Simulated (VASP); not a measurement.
# Li4F (Pm-3m) in VASP: relaxation of cell and atoms with PBE

Aim: the relaxation of cell and atoms of Li4F with PBE.

All numbers are computed with VASP 6.6.1; they aren't measurements. Logs are shortened: lines on timing, memory, paths and dates and some standing lists are left out, and cuts for length are marked.

## 1. The cell of the first run

The structure is cubic, space group Pm-3m (No. 221). The conventional cell has a = 4.921 Å, b = 4.921 Å, c = 4.921 Å, α = 90.00°, β = 90.00°, γ = 90.00°. Li (site symmetry 4/mmm) has 2 Li at 2.46 Å within 3.2 Å. Li (site symmetry m-3m) has 6 Li at 2.46 Å within 3.2 Å. F (site symmetry m-3m) has 20 Li at 3.48 to 4.26 Å within 4.6 Å.

The cell was built from a structure type or drawn by symmetry, and may not be a known phase.

## 2. Relaxation of cell and atoms, PBE

File INCAR:

```
PREC = Accurate
ENCUT = 600
EDIFF = 1E-6
ISMEAR = 0
SIGMA = 0.1
LREAL = F
LASPH = T
NELM = 100
ALGO = Normal
ISIF = 3
LWAVE = F
LCHARG = F
GGA = PE
IBRION = 2
NSW = 100
EDIFFG = -0.01
```

File KPOINTS:

```
regular mesh
0
Gamma
  8 8 8
```

File POSCAR:

```
Li4F
1.0
    4.9212389225      0.0000000000      0.0000000000
    0.0000000000      4.9212389225      0.0000000000
    0.0000000000      0.0000000000      4.9212389225
Li F
4 1
Direct
    0.0000000000      0.5000000000      0.5000000000
    0.5000000000      0.0000000000      0.5000000000
    0.5000000000      0.5000000000      0.0000000000
    0.5000000000      0.5000000000      0.5000000000
    0.0000000000      0.0000000000      0.0000000000
```

Potentials or basis: VASP PAW PBE potentials, release 64 (Li_sv, F).

On the command line:

```bash
cat potpaw_PBE.64/Li_sv/POTCAR potpaw_PBE.64/F/POTCAR > POTCAR
mpirun -np 1 vasp_std > vasp.out
```

OUTCAR:

```text
PREC = Accurate
   ENCUT = 600
   EDIFF = 1E-6
   ISMEAR = 0
   LREAL = F
   LASPH = T
   NELM = 100
   ISIF = 3
   GGA = PE
   IBRION = 2
   NSW = 100
   EDIFFG = -0.01

 ion  position               nearest neighbor table
   1  0.000  0.500  0.500-   4 2.46   4 2.46
   2  0.500  0.000  0.500-   4 2.46   4 2.46
   3  0.500  0.500  0.000-   4 2.46   4 2.46
   4  0.500  0.500  0.500-   1 2.46   2 2.46   3 2.46   3 2.46   2 2.46   1 2.46
   5  0.000  0.000  0.000-

  LATTYP: Found a simple cubic cell.
 ALAT       =     4.9212389225

  Lattice vectors:

 A1 = (   4.9212389225,   0.0000000000,   0.0000000000)
 A2 = (   0.0000000000,   4.9212389225,   0.0000000000)
 A3 = (   0.0000000000,   0.0000000000,   4.9212389225)

Analysis of symmetry for initial positions (statically):
=====================================================================
 Subroutine PRICEL returns:
 Original cell was already a primitive cell.

 Routine SETGRP: Setting up the symmetry group for a
 simple cubic supercell.

 Subroutine GETGRP returns: Found 48 space group operations
 (whereof 48 operations were pure point group operations)
 out of a pool of 48 trial point group operations.

The static configuration has the point symmetry O_h .

Analysis of symmetry for dynamics (positions and initial velocities):
=====================================================================
 Subroutine PRICEL returns:
 Original cell was already a primitive cell.

 Routine SETGRP: Setting up the symmetry group for a
 simple cubic supercell.

 Subroutine GETGRP returns: Found 48 space group operations
 (whereof 48 operations were pure point group operations)
 out of a pool of 48 trial point group operations.

The dynamic configuration has the point symmetry O_h .

 Subroutine INISYM returns: Found 48 space group operations
 (whereof 48 operations are pure point group operations),
 and found     1 'primitive' translations

----------------------------------------------------------------------------------------

                                     Primitive cell

  volume of cell :     119.1855

  direct lattice vectors                    reciprocal lattice vectors
     4.921238922  0.000000000  0.000000000     0.203200864  0.000000000  0.000000000
     0.000000000  4.921238922  0.000000000     0.000000000  0.203200864  0.000000000
     0.000000000  0.000000000  4.921238922     0.000000000  0.000000000  0.203200864

  length of vectors
     4.921238922  4.921238922  4.921238922     0.203200864  0.203200864  0.203200864

  position of ions in fractional coordinates (direct lattice)
     0.000000000  0.500000000  0.500000000
     0.500000000  0.000000000  0.500000000
     0.500000000  0.500000000  0.000000000
     0.500000000  0.500000000  0.500000000
     0.000000000  0.000000000  0.000000000

  ion indices of the primitive-cell ions
   primitive index   ion index
                 1           1
                 2           2
                 3           3
                 4           4
                 5           5

----------------------------------------------------------------------------------------

 KPOINTS: regular mesh

Automatic generation of k-mesh.
 Grid dimensions read from file:
 generate k-points for:    8    8    8

 Generating k-lattice:

  Cartesian coordinates                     Fractional coordinates (reciprocal lattice)
     0.025400108  0.000000000  0.000000000     0.125000000  0.000000000  0.000000000
     0.000000000  0.025400108  0.000000000     0.000000000  0.125000000  0.000000000
     0.000000000  0.000000000  0.025400108     0.000000000  0.000000000  0.125000000

  Length of vectors
     0.025400108  0.025400108  0.025400108

  Shift w.r.t. Gamma in fractional coordinates (k-lattice)
     0.000000000  0.000000000  0.000000000

 Subroutine IBZKPT returns following result:
 ===========================================

 Found     35 irreducible k-points:

 Following reciprocal coordinates:
            Coordinates               Weight
  0.000000  0.000000  0.000000      1.000000
  0.125000  0.000000  0.000000      6.000000
  0.250000  0.000000  0.000000      6.000000
  0.375000  0.000000  0.000000      6.000000
  0.500000  0.000000  0.000000      3.000000
  0.125000  0.125000  0.000000     12.000000
[... 16 lines left out ...]
  0.375000  0.375000  0.125000     24.000000
  0.500000  0.375000  0.125000     24.000000
 [... further k-points ...]
   k-points           NKPTS =     35   k-points in BZ     NKDIM =     35   number of bands    NBANDS=     13
   number of dos      NEDOS =    301   number of ions     NIONS =      5
   total plane-waves  NPLWV =  64000
   dimension x,y,z NGX =    40 NGY =   40 NGZ =   40
   dimension x,y,z NGXF=    80 NGYF=   80 NGZF=   80
   ions per type =               4   1
   NGX,Y,Z   is equivalent  to a cutoff of  13.51, 13.51, 13.51 a.u.
   NGXF,Y,Z  is equivalent  to a cutoff of  27.03, 27.03, 27.03 a.u.
 SYSTEM =  unknown system
   PREC   = accura    normal or accurate (medium, high low for compatibility)
   ISTART =      0    job   : 0-new  1-cont  2-samecut
   ICHARG =      2    charge: 1-file 2-atom 10-const
   ISPIN  =      1    spin polarized calculation?
   LNONCOLLINEAR =      F non collinear calculations
   LSORBIT =      F    spin-orbit coupling
   LASPH  =      T    aspherical Exc in radial PAW
   ENCUT  =  600.0 eV  44.10 Ry    6.64 a.u.   9.83  9.83  9.83*2*pi/ulx,y,z
   NELM   =    100;   NELMIN=  2; NELMDL= -5     # of ELM steps
   EDIFF  = 0.1E-05   stopping-criterion for ELM
   LREAL  =      F    real-space projection
   EDIFFG = -.1E-01   stopping-criterion for IOM
   NSW    =    100    number of steps for IOM
   IBRION =      2    ionic relax: 0-MD 1-quasi-New 2-CG
   NFREE  =      1    steps in history (QN), initial steepest desc. (CG)
   ISIF   =      3    stress and relaxation
   ISYM   =      2    0-nonsym 1-usesym 2-fastsym
   POTIM  = 0.5000    time-step for ionic-motion
   TEBEG  =    0.0;   TEEND  =   0.0 temperature during run
   PSTRESS=    0.0 pullay stress
   NELECT =      19.0000    total number of electrons
   NUPDOWN=      -1.0000    fix difference up-down
   EMIN   =  10.00;   EMAX   =-10.00  energy-range for DOS
   EFERMI =   0.00;   METHOD = LEGACY
   ISMEAR =     0;   SIGMA  =   0.10  broadening in eV -4-tet -1-fermi 0-gaus
   EFERMI_NEDOS =   21; number of points for ismear=-14 and -15
   IALGO  =     38    algorithm
   IMIX   =      4    mixing-type and parameters
     AMIX     =   0.40;   BMIX     =  1.00
     AMIX_MAG =   1.60;   BMIX_MAG =  1.00
  volume/ion in A,a.u.               =      23.84       160.86
  Fermi-wavevector in a.u.,A,eV,Ry     =   0.887670  1.677453 10.720822  0.787958
  Thomas-Fermi vector in A             =   2.008999
   LORBIT       =      0    0 simple, 1 ext, 2 COOP (PROOUT), +10 PAW based schemes
   GGA     = PE    functional components
   LHFCALC =     F    Hartree Fock is set to
   AEXX    =    0.0000 exact exchange contribution
   IVDW    =     0    specifies the selected vdW correction
   LEPSILON=     F    determine dielectric tensor
   LRPA    =     F    only Hartree local field effects (RPA)
 conjugate gradient relaxation of ions
 non-spin polarized calculation
 Gauss-broadening in eV      SIGMA  =   0.10
  energy-cutoff  :      600.00
  volume of cell :      119.19
 maximum number of plane-waves:      4012
 NGX is ok and might be reduce to    40
   NGX = 19   NGY = 19   NGZ = 19

--------------------------------------- Ionic step        1  -------------------------------------------

 number of electron      19.0000001 magnetization

 Free energy of the ion-electron system (eV)
  ---------------------------------------------------
  ext. energy  EPLUGINS =         0.00000000
  ---------------------------------------------------
  free energy    TOTEN  =        -9.77805260 eV

  energy without entropy =       -9.76362479  energy(sigma->0) =       -9.77083870

------------------------ aborting loop because EDIFF is reached ----------------------------------------

  FORCE on cell =-STRESS in cart. coord.  units (eV):
  Direction    XX          YY          ZZ          XY          YZ          ZX
  --------------------------------------------------------------------------------------
  -------------------------------------------------------------------------------------
  Total        0.1769359      0.1769359      0.1769359      0.0000000     -0.0000000      0.0000000
  in kB        2.3784999      2.3784999      2.3784999      0.0000000     -0.0000000      0.0000000
  external PRESSURE =       2.3784999 kB  Pullay stress =       0.0000000 kB
[... 141 lines left out ...]
  energy  without entropy=       -9.7651320251  energy(sigma->0) =       -9.77232641

--------------------------------------- Ionic step        5  -------------------------------------------

 number of electron      19.0000036 magnetization

 Free energy of the ion-electron system (eV)
  ---------------------------------------------------
  ext. energy  EPLUGINS =         0.00000000
  ---------------------------------------------------
  free energy    TOTEN  =        -9.78078888 eV

  energy without entropy =       -9.76638409  energy(sigma->0) =       -9.77358649

 E-fermi :  -0.4118     XC(G=0):  -6.3074

 val. band max:       -0.4607598705   @ k =   0.3750   0.3750   0.0000
 cond. band min:      -0.3965749416   @ k =   0.5000   0.3750   0.1250
 fundamental gap:      0.0641849289
 Fermi energy:        -0.4117594758

 k-point     1 :       0.0000    0.0000    0.0000
  band No.  band energies     occupation
      1     -48.1626      2.00000
      2     -48.1559      2.00000
      3     -48.1559      2.00000
      4     -47.6290      2.00000
      5     -21.2088      2.00000
      6      -2.9167      2.00000
      7      -2.8850      2.00000
      8      -2.8850      2.00000
      9      -2.8850      2.00000
     10       0.3360      0.00000
     11       0.3360      0.00000
     12       0.3360      0.00000
     13       3.6644      0.00000
[... 353 lines left out ...]
 k-point    24 :       0.5000    0.3750    0.1250
  band No.  band energies     occupation
      1     -48.1586      2.00000
      2     -48.1570      2.00000
      3     -48.1567      2.00000
      4     -47.6317      2.00000
      5     -21.2069      2.00000
      6      -3.1157      2.00000
      7      -3.0481      2.00000
      8      -2.8414      2.00000
      9      -1.6931      2.00000
     10      -0.3966      0.82997
     11      -0.0339      0.00000
     12       0.9162      0.00000
     13       1.4295      0.00000

 [... further k-points ...]

------------------------ aborting loop because EDIFF is reached ----------------------------------------

  FORCE on cell =-STRESS in cart. coord.  units (eV):
  Direction    XX          YY          ZZ          XY          YZ          ZX
  --------------------------------------------------------------------------------------
  -------------------------------------------------------------------------------------
  Total       -0.0002031     -0.0002031     -0.0002031     -0.0000000     -0.0000000     -0.0000000
  in kB       -0.0026486     -0.0026486     -0.0026486     -0.0000000     -0.0000000     -0.0000000
  external PRESSURE =      -0.0026486 kB  Pullay stress =       0.0000000 kB
[... 20 lines left out ...]
  FREE ENERGIE OF THE ION-ELECTRON SYSTEM (eV)
  ---------------------------------------------------
  free  energy   TOTEN  =        -9.7807888792 eV

  energy  without entropy=       -9.7663840911  energy(sigma->0) =       -9.77358649

 reached required accuracy - stopping structural energy minimisation
```

It took 2.3 min on 1 thread of AMD EPYC 7R13 (Zen 3), shared host; peak memory 0.23 GiB.

What came out:

```yaml
Free_energy: -9.7808 eV
Relaxed_volume: 24.58 Å³/atom
Relaxed_cell: a = 4.972 Å, b = 4.972 Å, c = 4.972 Å, α = 90.00°, β = 90.00°, γ = 90.00°
Space_group_after_relaxing_to_0.1_Å: Pm-3m (No. 221)
Energy_gained_by_relaxing: 0.5 meV/atom
Ionic_steps: 5
Pressure_after_relaxing: 0.0 GPa
Band_gap_on_the_k_mesh: zero (an odd number of electrons rules out a gap without spin polarisation)
```

Step by step:
| step | energy change (eV) | largest force (eV/Å) | pressure (GPa) | volume (Å³) |
| --- | --- | --- | --- | --- |
| 1 | 0.0000 | 0.0000 | 0.24 | 119.19 |
| 2 | -0.0009 | 0.0000 | 0.20 | 119.80 |
| 3 | -0.0025 | 0.0000 | 0.08 | 121.64 |
| 4 | -0.0015 | 0.0000 | -0.15 | 125.39 |
| 5 | -0.0027 | 0.0000 | 0.00 | 122.89 |

Final structure:
```
Li F
1.0
     4.97167    0.00000    0.00000
     0.00000    4.97167    0.00000
     0.00000    0.00000    4.97167
Li F
4 1
Direct
  0.00000 0.50000 0.50000
  0.50000 0.00000 0.50000
  0.50000 0.50000 0.00000
  0.50000 0.50000 0.50000
  0.00000 0.00000 0.00000
```

Caveat: the cutoff is under 1.25 times the usual one of these potentials, so pressure, stress and relaxed cells hold a basis-set (Pulay) error; an odd number of electrons without spin polarisation forces a metal; a magnetic or distorted state may lie lower.
